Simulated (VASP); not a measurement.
# AlN in VASP: notebook, part 2 of 2

VASP 6.6.1. Earlier steps stand in the parts before.

**4. Single point, PBE**

File INCAR:

```
SYSTEM = AlN
PREC     = Accurate       ! precision mode
ENCUT    = 520            ! plane-wave cutoff, eV
EDIFF    = 1E-6           ! SCF threshold, eV
ISMEAR   = 0              ! smearing method
SIGMA    = 0.1            ! smearing width, eV
LREAL    = .False.        ! projectors in reciprocal space
LASPH    = .True.         ! aspherical terms in the spheres
NELM     = 100            ! most SCF steps
ALGO     = Normal         ! electronic algorithm
ISIF     = 2              ! what is computed and relaxed
LWAVE    = .False.        ! write WAVECAR
LCHARG   = .False.        ! write CHGCAR
GGA      = PE             ! functional
NBANDS   = 36             ! bands
```

File KPOINTS:

```
Automatic mesh
0
Gamma
  3 3 6
  0 0 0
```

File POSCAR:

```
AlN
1.0
    7.6122359526      0.0000000000      0.0000000000
   -3.8061179763      6.5923897145      0.0000000000
    0.0000000000      0.0000000000      2.8467244030
Al N
6 6
Direct
    0.8584360786      0.5541992230      0.7497311310
    0.3042368556      0.8584360786      0.2502688690
    0.6957631444      0.1415639214      0.7497311310
    0.5541992230      0.6957631444      0.2502688690
    0.1415639214      0.4458007770      0.2502688690
    0.4458007770      0.3042368556      0.7497311310
    0.6963303392      0.5582810097      0.2498618794
    0.1380493295      0.6963303392      0.7501381206
    0.4417189903      0.1380493295      0.2498618794
    0.3036696608      0.4417189903      0.7501381206
    0.5582810097      0.8619506705      0.7501381206
    0.8619506705      0.3036696608      0.2498618794
```

Potentials or basis: VASP PAW PBE potentials, release 64 (Al, N).

The run is started by

```
$ cat potpaw_PBE.64/Al/POTCAR potpaw_PBE.64/N/POTCAR > POTCAR
$ mpirun -np 1 vasp_std > vasp.out
```

OUTCAR:

```text
SYSTEM = AlN
   PREC = Accurate
   ENCUT = 520
   EDIFF = 1E-6
   ISMEAR = 0
   LREAL = .False.
   LASPH = .True.
   NELM = 100
   ISIF = 2
   GGA = PE

 ion  position               nearest neighbor table
   1  0.858  0.554  0.750-   8 1.84   7 1.89   7 1.89  12 2.39  12 2.39   3 2.74   6 2.74   5 3.02
                             5 3.02   2 3.32   4 3.32   2 3.32   4 3.32
   2  0.304  0.858  0.250-   9 1.84   8 1.89   8 1.89  11 2.39  11 2.39   5 2.74   4 2.74   3 3.02
                             3 3.02   6 3.32   1 3.32   6 3.32   1 3.32
   3  0.696  0.142  0.750-  11 1.84  12 1.89  12 1.89   9 2.39   9 2.39   1 2.74   6 2.74   2 3.02
                             2 3.02   4 3.32   5 3.32   4 3.32   5 3.32
   4  0.554  0.696  0.250-   7 1.84  11 1.89  11 1.89  10 2.39  10 2.39   5 2.74   2 2.74   6 3.02
                             6 3.02   3 3.32   1 3.32   3 3.32   1 3.32
   5  0.142  0.446  0.250-  12 1.84  10 1.89  10 1.89   8 2.39   8 2.39   2 2.74   4 2.74   1 3.02
                             1 3.02   3 3.32   6 3.32   3 3.32   6 3.32
   6  0.446  0.304  0.750-  10 1.84   9 1.89   9 1.89   7 2.39   7 2.39   1 2.74   3 2.74   4 3.02
                             4 3.02   2 3.32   5 3.32   2 3.32   5 3.32
   7  0.696  0.558  0.250-   4 1.84   1 1.89   1 1.89   6 2.39   6 2.39
   8  0.138  0.696  0.750-   1 1.84   2 1.89   2 1.89   5 2.39   5 2.39
   9  0.442  0.138  0.250-   2 1.84   6 1.89   6 1.89   3 2.39   3 2.39
  10  0.304  0.442  0.750-   6 1.84   5 1.89   5 1.89   4 2.39   4 2.39
  11  0.558  0.862  0.750-   3 1.84   4 1.89   4 1.89   2 2.39   2 2.39
  12  0.862  0.304  0.250-   5 1.84   3 1.89   3 1.89   1 2.39   1 2.39

  LATTYP: Found a hexagonal cell.
 ALAT       =     7.6122359526
 C/A-ratio  =     0.3739669160

  Lattice vectors:

 A1 = (   7.6122359526,   0.0000000000,   0.0000000000)
 A2 = (  -3.8061179763,   6.5923897145,   0.0000000000)
 A3 = (   0.0000000000,   0.0000000000,   2.8467244030)

Analysis of symmetry for initial positions (statically):
=====================================================================
 Subroutine PRICEL returns:
 Original cell was already a primitive cell.

 Routine SETGRP: Setting up the symmetry group for a
 hexagonal supercell.

 Subroutine GETGRP returns: Found  6 space group operations
 (whereof  6 operations were pure point group operations)
 out of a pool of 24 trial point group operations.

The static configuration has the point symmetry S_6 .

Analysis of symmetry for dynamics (positions and initial velocities):
=====================================================================
 Subroutine PRICEL returns:
 Original cell was already a primitive cell.

 Routine SETGRP: Setting up the symmetry group for a
 hexagonal supercell.

 Subroutine GETGRP returns: Found  6 space group operations
 (whereof  6 operations were pure point group operations)
 out of a pool of 24 trial point group operations.

The dynamic configuration has the point symmetry S_6 .

 Subroutine INISYM returns: Found  6 space group operations
 (whereof  6 operations are pure point group operations),
 and found     1 'primitive' translations

----------------------------------------------------------------------------------------

                                     Primitive cell

  volume of cell :     142.8567

  direct lattice vectors                    reciprocal lattice vectors
     7.612235953  0.000000000  0.000000000     0.131367447  0.075845031  0.000000000
    -3.806117976  6.592389715  0.000000000     0.000000000  0.151690061  0.000000000
[... 85 lines left out ...]
   NGXF,Y,Z  is equivalent  to a cutoff of  26.21, 26.21, 28.03 a.u.
 SYSTEM =  AlN
   PREC   = accura    normal or accurate (medium, high low for compatibility)
   ISTART =      0    job   : 0-new  1-cont  2-samecut
   ICHARG =      2    charge: 1-file 2-atom 10-const
   ISPIN  =      1    spin polarized calculation?
   LNONCOLLINEAR =      F non collinear calculations
   LSORBIT =      F    spin-orbit coupling
   LASPH  =      T    aspherical Exc in radial PAW
   ENCUT  =  520.0 eV  38.22 Ry    6.18 a.u.  14.15 14.15  5.29*2*pi/ulx,y,z
   NELM   =    100;   NELMIN=  2; NELMDL= -5     # of ELM steps
   EDIFF  = 0.1E-05   stopping-criterion for ELM
   LREAL  =      F    real-space projection
   EDIFFG = 0.1E-04   stopping-criterion for IOM
   NSW    =      0    number of steps for IOM
   IBRION =     -1    ionic relax: 0-MD 1-quasi-New 2-CG
   NFREE  =      0    steps in history (QN), initial steepest desc. (CG)
   ISIF   =      2    stress and relaxation
   ISYM   =      2    0-nonsym 1-usesym 2-fastsym
   POTIM  = 0.5000    time-step for ionic-motion
   TEBEG  =    0.0;   TEEND  =   0.0 temperature during run
   PSTRESS=    0.0 pullay stress
   NELECT =      48.0000    total number of electrons
   NUPDOWN=      -1.0000    fix difference up-down
   EMIN   =  10.00;   EMAX   =-10.00  energy-range for DOS
   EFERMI =   0.00;   METHOD = LEGACY
   ISMEAR =     0;   SIGMA  =   0.10  broadening in eV -4-tet -1-fermi 0-gaus
   EFERMI_NEDOS =   21; number of points for ismear=-14 and -15
   IALGO  =     38    algorithm
   IMIX   =      4    mixing-type and parameters
     AMIX     =   0.40;   BMIX     =  1.00
     AMIX_MAG =   1.60;   BMIX_MAG =  1.00
  volume/ion in A,a.u.               =      11.90        80.34
  Fermi-wavevector in a.u.,A,eV,Ry     =   1.138121  2.150737 17.623887  1.295319
  Thomas-Fermi vector in A             =   2.274826
   LORBIT       =      0    0 simple, 1 ext, 2 COOP (PROOUT), +10 PAW based schemes
   GGA     = PE    functional components
   LHFCALC =     F    Hartree Fock is set to
   AEXX    =    0.0000 exact exchange contribution
   IVDW    =     0    specifies the selected vdW correction
   LEPSILON=     F    determine dielectric tensor
   LRPA    =     F    only Hartree local field effects (RPA)
 non-spin polarized calculation
 Gauss-broadening in eV      SIGMA  =   0.10
  energy-cutoff  :      520.00
  volume of cell :      142.86
 maximum number of plane-waves:      3866
 NGX is ok and might be reduce to    60

 number of electron      48.0000000 magnetization

 Free energy of the ion-electron system (eV)
  ---------------------------------------------------
  ext. energy  EPLUGINS =         0.00000000
  ---------------------------------------------------
  free energy    TOTEN  =       -82.74862177 eV

  energy without entropy =      -82.74862177  energy(sigma->0) =      -82.74862177

 E-fermi :   5.7438     XC(G=0): -10.0274

 val. band max:        5.2596851084   @ k =   0.3333   0.3333   0.0000
 cond. band min:       7.6628732911   @ k =   0.0000   0.0000   0.0000
 fundamental gap:      2.4031881827
 Fermi energy:         5.7437938223

 k-point     1 :       0.0000    0.0000    0.0000
  band No.  band energies     occupation
      1     -10.3173      2.00000
      2      -8.7529      2.00000
      3      -8.6899      2.00000
      4      -8.6899      2.00000
      5      -8.2595      2.00000
      6      -8.2595      2.00000
[... 613 lines left out ...]
     35      13.2767      0.00000
     36      13.2767      0.00000

------------------------ aborting loop because EDIFF is reached ----------------------------------------

  FORCE on cell =-STRESS in cart. coord.  units (eV):
  Direction    XX          YY          ZZ          XY          YZ          ZX
  --------------------------------------------------------------------------------------
  -------------------------------------------------------------------------------------
  Total       -0.2972974     -0.2972974     -0.2657083      0.0000001     -0.0000000      0.0000000
  in kB       -3.3342734     -3.3342734     -2.9799925      0.0000006     -0.0000000      0.0000000
  external PRESSURE =      -3.2161798 kB  Pullay stress =       0.0000000 kB

 VOLUME and BASIS-vectors are now :
 -----------------------------------------------------------------------------
  energy-cutoff  :      520.00
  volume of cell :      142.86
      direct lattice vectors                 reciprocal lattice vectors
     7.612235953  0.000000000  0.000000000     0.131367447  0.075845031  0.000000000
    -3.806117976  6.592389715  0.000000000     0.000000000  0.151690061  0.000000000
     0.000000000  0.000000000  2.846724403     0.000000000  0.000000000  0.351280931

 POSITION                                       TOTAL-FORCE (eV/Angst)
 -----------------------------------------------------------------------------------
      4.42527      3.65350      2.13428        -0.005992      0.021882      0.004822
     -0.95139      5.65915      0.71245        -0.021947      0.005752     -0.004822
      4.75750      0.93324      2.13428         0.021947     -0.005752      0.004822
      1.57054      4.58674      0.71245         0.015955      0.016130     -0.004822
     -0.61915      2.93889      0.71245         0.005992     -0.021882     -0.004822
      2.23558      2.00565      2.13428        -0.015955     -0.016130      0.004822
      3.17575      3.68041      0.71129         0.004363     -0.014210     -0.000942
     -1.59945      4.59048      2.13544         0.014488     -0.003326      0.000942
      2.83704      0.91007      0.71129         0.010125      0.010884     -0.000942
      0.63037      2.91198      2.13544        -0.004363      0.014210      0.000942
      0.96908      5.68231      2.13544        -0.010125     -0.010884      0.000942
      5.40557      2.00191      0.71129        -0.014488      0.003326     -0.000942
 -----------------------------------------------------------------------------------
    total drift:                               -0.000000      0.000000      0.000000

  FREE ENERGIE OF THE ION-ELECTRON SYSTEM (eV)
  ---------------------------------------------------
  free  energy   TOTEN  =       -82.7486217684 eV

  energy  without entropy=      -82.7486217684  energy(sigma->0) =      -82.74862177
```

Wall time 71 s (1 thread of Intel Xeon 6975P-C (Granite Rapids), shared host); peak memory 0.28 GiB.

What came out:

```yaml
Free_energy: -82.7486 eV
Pressure: -0.3 GPa
Largest_force: 0.023 eV/Å
Band_gap_on_the_k_mesh: 2.40 eV, indirect (least direct gap 2.48 eV)
```

Forces on the atoms (eV/Å):
```
Al  -0.006  0.022  0.005
Al  -0.022  0.006 -0.005
Al   0.022 -0.006  0.005
Al   0.016  0.016 -0.005
Al   0.006 -0.022 -0.005
Al  -0.016 -0.016  0.005
N    0.004 -0.014 -0.001
N    0.014 -0.003  0.001
N    0.010  0.011 -0.001
N   -0.004  0.014  0.001
N   -0.010 -0.011  0.001
N   -0.014  0.003 -0.001
```

Levels at points of the mesh, in eV from the valence-band top:
```tsv
k point	band 20	band 21	band 22	band 23	band 24	band 25	band 26	band 27	band 28	band 29
(0.00, 0.00, 0.00)	-0.39	-0.36	-0.36	-0.08	-0.08	2.40	4.21	5.62	5.62	6.00
(0.00, 0.00, 0.50)	-1.40	-0.64	-0.64	-0.64	-0.64	2.64	2.64	5.64	5.64	5.65
```

A k mesh can miss the band edges. PBE gaps usually lie below the measured ones, often by a third to a half.

**5. Summary**

| task | cell | k mesh | cutoff (eV) | smearing | gap on the mesh (eV) | pressure (GPa) | largest force (eV/Å) |
| --- | --- | --- | --- | --- | --- | --- | --- |
| single point | a = 7.611, b = 7.611, c = 2.846 Å, angles 90.0, 90.0, 120.0°, 12 atoms | 6 × 6 × 10 | 520 | gaussian 0.02 eV | 2.40 | -0.2 | 0.01 |
| relaxation of cell and atoms | relaxed from a = 7.612, b = 7.612, c = 2.847 Å, angles 90.0, 90.0, 120.0°, 12 atoms | 6 × 6 × 10 | 600 | gaussian 0.02 eV | 2.42 | 0.0 | - |
| single point | a = 7.612, b = 7.612, c = 2.847 Å, angles 90.0, 90.0, 120.0°, 12 atoms | 3 × 3 × 6 | 520 | gaussian 0.1 eV | 2.40 | -0.3 | 0.02 |

Some of these runs hold the atoms at other places in the same cell, which the table doesn't show; runs alike in all that it shows share one row.

Alike in all rows: level PBE; potentials or basis VASP PAW PBE potentials, release 64 (Al, N); no spin polarisation.

Absolute energies hang on the potentials; compare differences alone.
